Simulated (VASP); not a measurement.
# Bi (Immm) in VASP: single point with PBE

Aim: the single point of Bi with PBE.

Everything below comes from runs of VASP 6.6.1. Logs are shortened: lines on timing, memory, paths and dates and some standing lists are left out, and cuts for length are marked.

### Step 1. The cell of the first run

It takes space group Immm (No. 71, orthorhombic). Conventional cell: a = 2.712 Å, b = 8.032 Å, c = 8.817 Å, α = 90.00°, β = 90.00°, γ = 90.00°. Within 3.6 Å of Bi (site symmetry mmm) lie 2 Bi at 2.71 Å.

### Step 2. Single point, PBE (strained)

File INCAR:

```
SYSTEM = Bi
PREC = Accurate ; ENCUT = 520
EDIFF = 1E-6 ; ISMEAR = 0
SIGMA = 0.1 ; LREAL = .False.
LASPH = .True. ; NELM = 100
ALGO = Fast ; ISIF = 2
LWAVE = .False. ; LCHARG = .True.
GGA = PE ; LELF = .True.
LVHAR = .True. ; NBANDS = 14
```

File KPOINTS:

```
Automatic mesh
0
Gamma
  14 14 14
  0 0 0
```

File POSCAR:

```
Bi
1.0
   -4.4087077606      4.0161253454      1.3557884197
    4.4087077606     -4.0161253454      1.3557884197
    4.4087077606      4.0161253454     -1.3557884197
Bi
1
Direct
    0.0000000000      0.0000000000      0.0000000000
```

Potentials or basis: VASP PAW PBE potentials, release 64 (Bi_d).

Run with:

```bash
cat potpaw_PBE.64/Bi_d/POTCAR > POTCAR
mpirun -np 1 vasp_std > vasp.out
```

OUTCAR:

```text
SYSTEM = Bi
   PREC = Accurate
   ENCUT = 520
   EDIFF = 1E-6
   ISMEAR = 0
   LREAL = .False.
   LASPH = .True.
   NELM = 100
   ISIF = 2
   GGA = PE

 ion  position               nearest neighbor table
   1  0.000  0.000  0.000-

  LATTYP: Found a body centered orthorhombic cell.
 ALAT       =     2.7115768394
 B/A-ratio  =     2.9622065560
 C/A-ratio  =     3.2517667923

  Lattice vectors:

 A1 = (  -4.4087077606,   4.0161253454,  -1.3557884197)
 A2 = (  -4.4087077606,  -4.0161253454,   1.3557884197)
 A3 = (   4.4087077606,   4.0161253454,   1.3557884197)

Analysis of symmetry for initial positions (statically):
=====================================================================
 Subroutine PRICEL returns:
 Original cell was already a primitive cell.

 Routine SETGRP: Setting up the symmetry group for a
 body centered orthorhombic supercell.

 Subroutine GETGRP returns: Found  8 space group operations
 (whereof  8 operations were pure point group operations)
 out of a pool of  8 trial point group operations.

The static configuration has the point symmetry D_2h.

Analysis of symmetry for dynamics (positions and initial velocities):
=====================================================================
 Subroutine PRICEL returns:
 Original cell was already a primitive cell.

 Routine SETGRP: Setting up the symmetry group for a
 body centered orthorhombic supercell.

 Subroutine GETGRP returns: Found  8 space group operations
 (whereof  8 operations were pure point group operations)
 out of a pool of  8 trial point group operations.

The dynamic configuration has the point symmetry D_2h.

 Subroutine INISYM returns: Found  8 space group operations
 (whereof  8 operations are pure point group operations),
 and found     1 'primitive' translations

----------------------------------------------------------------------------------------

                                     Primitive cell

  volume of cell :      96.0219

  direct lattice vectors                    reciprocal lattice vectors
    -4.408707761  4.016125345  1.355788420     0.000000000  0.124498106  0.368789107
     4.408707761 -4.016125345  1.355788420     0.113411917  0.000000000  0.368789107
     4.408707761  4.016125345 -1.355788420     0.113411917  0.124498106  0.000000000

  length of vectors
     6.115891525  6.115891525  6.115891525     0.389236668  0.385833731  0.168410337

  position of ions in fractional coordinates (direct lattice)
     0.000000000  0.000000000  0.000000000

  ion indices of the primitive-cell ions
   primitive index   ion index
                 1           1

----------------------------------------------------------------------------------------

 KPOINTS: Automatic mesh

Automatic generation of k-mesh.
 Grid dimensions read from file:
 generate k-points for:   14   14   14

 Generating k-lattice:

  Cartesian coordinates                     Fractional coordinates (reciprocal lattice)
     0.000000000  0.008892722  0.026342079     0.071428571  0.000000000  0.000000000
     0.008100851  0.000000000  0.026342079     0.000000000  0.071428571  0.000000000
     0.008100851  0.008892722  0.000000000     0.000000000  0.000000000  0.071428571

  Length of vectors
     0.027802619  0.027559552  0.012029310

  Shift w.r.t. Gamma in fractional coordinates (k-lattice)
     0.000000000  0.000000000  0.000000000

 Subroutine IBZKPT returns following result:
 ===========================================

 Found    428 irreducible k-points:

 Following reciprocal coordinates:
            Coordinates               Weight
  0.000000  0.000000  0.000000      1.000000
  0.071429 -0.000000  0.000000      4.000000
  0.142857 -0.000000  0.000000      4.000000
  0.214286 -0.000000  0.000000      4.000000
  0.285714 -0.000000  0.000000      4.000000
  0.357143 -0.000000  0.000000      4.000000
[... 16 lines left out ...]
 -0.000000  0.142857  0.000000      4.000000
  0.071429  0.142857  0.000000      8.000000
 [... further k-points ...]
   k-points           NKPTS =    428   k-points in BZ     NKDIM =    428   number of bands    NBANDS=     14
   number of dos      NEDOS =    301   number of ions     NIONS =      1
   total plane-waves  NPLWV = 110592
   dimension x,y,z NGX =    48 NGY =   48 NGZ =   48
   dimension x,y,z NGXF=    96 NGYF=   96 NGZF=   96
   ions per type =               1
   NGX,Y,Z   is equivalent  to a cutoff of  13.05, 13.05, 13.05 a.u.
   NGXF,Y,Z  is equivalent  to a cutoff of  26.10, 26.10, 26.10 a.u.
 SYSTEM =  Bi
   PREC   = accura    normal or accurate (medium, high low for compatibility)
   ISTART =      0    job   : 0-new  1-cont  2-samecut
   ICHARG =      2    charge: 1-file 2-atom 10-const
   ISPIN  =      1    spin polarized calculation?
   LNONCOLLINEAR =      F non collinear calculations
   LSORBIT =      F    spin-orbit coupling
   LASPH  =      T    aspherical Exc in radial PAW
   ENCUT  =  520.0 eV  38.22 Ry    6.18 a.u.  11.37 11.37 11.37*2*pi/ulx,y,z
   NELM   =    100;   NELMIN=  2; NELMDL= -5     # of ELM steps
   EDIFF  = 0.1E-05   stopping-criterion for ELM
   LREAL  =      F    real-space projection
   EDIFFG = 0.1E-04   stopping-criterion for IOM
   NSW    =      0    number of steps for IOM
   IBRION =     -1    ionic relax: 0-MD 1-quasi-New 2-CG
   NFREE  =      0    steps in history (QN), initial steepest desc. (CG)
   ISIF   =      2    stress and relaxation
   ISYM   =      2    0-nonsym 1-usesym 2-fastsym
   POTIM  = 0.5000    time-step for ionic-motion
   TEBEG  =    0.0;   TEEND  =   0.0 temperature during run
   PSTRESS=    0.0 pullay stress
   NELECT =      15.0000    total number of electrons
   NUPDOWN=      -1.0000    fix difference up-down
   EMIN   =  10.00;   EMAX   =-10.00  energy-range for DOS
   EFERMI =   0.00;   METHOD = LEGACY
   ISMEAR =     0;   SIGMA  =   0.10  broadening in eV -4-tet -1-fermi 0-gaus
   EFERMI_NEDOS =   21; number of points for ismear=-14 and -15
   IALGO  =     68    algorithm
   IMIX   =      4    mixing-type and parameters
     AMIX     =   0.40;   BMIX     =  1.00
     AMIX_MAG =   1.60;   BMIX_MAG =  1.00
  volume/ion in A,a.u.               =      96.02       647.99
  Fermi-wavevector in a.u.,A,eV,Ry     =   0.881688  1.666149 10.576819  0.777374
  Thomas-Fermi vector in A             =   2.002218
   LORBIT       =      0    0 simple, 1 ext, 2 COOP (PROOUT), +10 PAW based schemes
   GGA     = PE    functional components
   LHFCALC =     F    Hartree Fock is set to
   AEXX    =    0.0000 exact exchange contribution
   IVDW    =     0    specifies the selected vdW correction
   LEPSILON=     F    determine dielectric tensor
   LRPA    =     F    only Hartree local field effects (RPA)
 non-spin polarized calculation
 RMM-DIIS sequential band-by-band and
 Gauss-broadening in eV      SIGMA  =   0.10
  energy-cutoff  :      520.00
  volume of cell :       96.02
 maximum number of plane-waves:      2613
 NGX is ok and might be reduce to    48
   NGX = 23   NGY = 23   NGZ = 23

 number of electron      14.9999998 magnetization

 Free energy of the ion-electron system (eV)
  ---------------------------------------------------
  ext. energy  EPLUGINS =         0.00000000
  ---------------------------------------------------
  free energy    TOTEN  =        -2.69998439 eV

  energy without entropy =       -2.69430245  energy(sigma->0) =       -2.69714342

 E-fermi :  -0.6251     XC(G=0):  -5.0399

 val. band max:       -0.6395786100   @ k =  -0.2857  -0.4286   0.1429
 cond. band min:      -0.6125973364   @ k =   0.3571  -0.0714   0.0714
 fundamental gap:      0.0269812736
 Fermi energy:        -0.6250896820

 k-point     1 :       0.0000    0.0000    0.0000
  band No.  band energies     occupation
      1     -24.1164      2.00000
      2     -23.2452      2.00000
      3     -23.2452      2.00000
      4     -23.0247      2.00000
      5     -23.0247      2.00000
      6     -12.8850      2.00000
      7      -2.3759      2.00000
      8      -2.3476      2.00000
      9       2.0174      0.00000
     10       3.8860      0.00000
     11       6.3221      0.00000
     12       6.8342      0.00000
     13       7.5887      0.00000
     14       8.4935      0.00000

 k-point     2 :       0.0714   -0.0000    0.0000
  band No.  band energies     occupation
      1     -24.0504      2.00000
      2     -23.2423      2.00000
      3     -23.2423      2.00000
      4     -23.0508      2.00000
      5     -23.0508      2.00000
      6     -12.7807      2.00000
      7      -2.2514      2.00000
      8      -2.2223      2.00000
      9       2.1439      0.00000
     10       3.9981      0.00000
     11       6.3889      0.00000
     12       6.9635      0.00000
     13       7.4916      0.00000
     14       8.6152      0.00000

 k-point     3 :       0.1429   -0.0000    0.0000
  band No.  band energies     occupation
      1     -23.8642      2.00000
      2     -23.2343      2.00000
      3     -23.2342      2.00000
      4     -23.1233      2.00000
      5     -23.1233      2.00000
      6     -12.4624      2.00000
      7      -1.8863      2.00000
      8      -1.8548      2.00000
      9       2.5230      0.00000
     10       4.3351      0.00000
     11       6.0576      0.00000
     12       6.5613      0.00000
     13       7.3484      0.00000
     14       7.5085      0.00000
[... 324 lines left out ...]
 k-point    23 :      -0.0000    0.1429    0.0000
  band No.  band energies     occupation
      1     -23.8642      2.00000
      2     -23.2343      2.00000
      3     -23.2342      2.00000
      4     -23.1233      2.00000
      5     -23.1233      2.00000
      6     -12.4624      2.00000
      7      -1.8797      2.00000
      8      -1.8579      2.00000
      9       2.5066      0.00000
     10       4.3480      0.00000
     11       6.0561      0.00000
     12       6.1694      0.00000
     13       7.7323      0.00000
     14       8.0676      0.00000

 k-point    24 :       0.0714    0.1429    0.0000
  band No.  band energies     occupation
      1     -23.5922      2.00000
      2     -23.2263      2.00000
      3     -23.2263      2.00000
      4     -23.2226      2.00000
      5     -23.2225      2.00000
      6     -11.9168      2.00000
      7      -1.2909      2.00000
      8      -1.2408      2.00000
      9       2.9997      0.00000
     10       3.3625      0.00000
     11       4.8540      0.00000
     12       6.6625      0.00000
     13       8.0344      0.00000
     14       8.6090      0.00000

 [... further k-points ...]

------------------------ aborting loop because EDIFF is reached ----------------------------------------

  FORCE on cell =-STRESS in cart. coord.  units (eV):
  Direction    XX          YY          ZZ          XY          YZ          ZX
  --------------------------------------------------------------------------------------
  -------------------------------------------------------------------------------------
  Total       -0.1417724     -0.1207484      4.1127350      0.0000000     -0.0000000      0.0000000
  in kB       -2.3655479     -2.0147511     68.6231780      0.0000000     -0.0000000      0.0000000
  external PRESSURE =      21.4142930 kB  Pullay stress =       0.0000000 kB

 VOLUME and BASIS-vectors are now :
 -----------------------------------------------------------------------------
  energy-cutoff  :      520.00
  volume of cell :       96.02
      direct lattice vectors                 reciprocal lattice vectors
    -4.408707761  4.016125345  1.355788420     0.000000000  0.124498106  0.368789107
     4.408707761 -4.016125345  1.355788420     0.113411917  0.000000000  0.368789107
     4.408707761  4.016125345 -1.355788420     0.113411917  0.124498106  0.000000000

 POSITION                                       TOTAL-FORCE (eV/Angst)
 -----------------------------------------------------------------------------------
      0.00000      0.00000      0.00000         0.000000      0.000000      0.000000
 -----------------------------------------------------------------------------------
    total drift:                               -0.000000     -0.000000      0.000000

  FREE ENERGIE OF THE ION-ELECTRON SYSTEM (eV)
  ---------------------------------------------------
  free  energy   TOTEN  =        -2.6999843914 eV

  energy  without entropy=       -2.6943024523  energy(sigma->0) =       -2.69714342
```

Run time: 26 min. Hardware: 1 thread of Oxide Virtual Turin-like, shared host; peak memory 0.67 GiB.

What came out:

- Free energy: -2.7000 eV
- Pressure: 2.1 GPa
- Band gap on the k mesh: zero (an odd number of electrons rules out a gap without spin polarisation)

Stress tensor (GPa, compression positive):
```
-0.24  0.00  0.00
 0.00 -0.20  0.00
 0.00  0.00  6.86
```

Caveat: the cell differs from its parent crystal (strained); the stress differs along the axes, from -0 to 7 GPa; spin-orbit coupling is left out, which moves the levels of the heavy elements.

The gap in the log of VASP goes by the Fermi energy; the results here count the filled bands.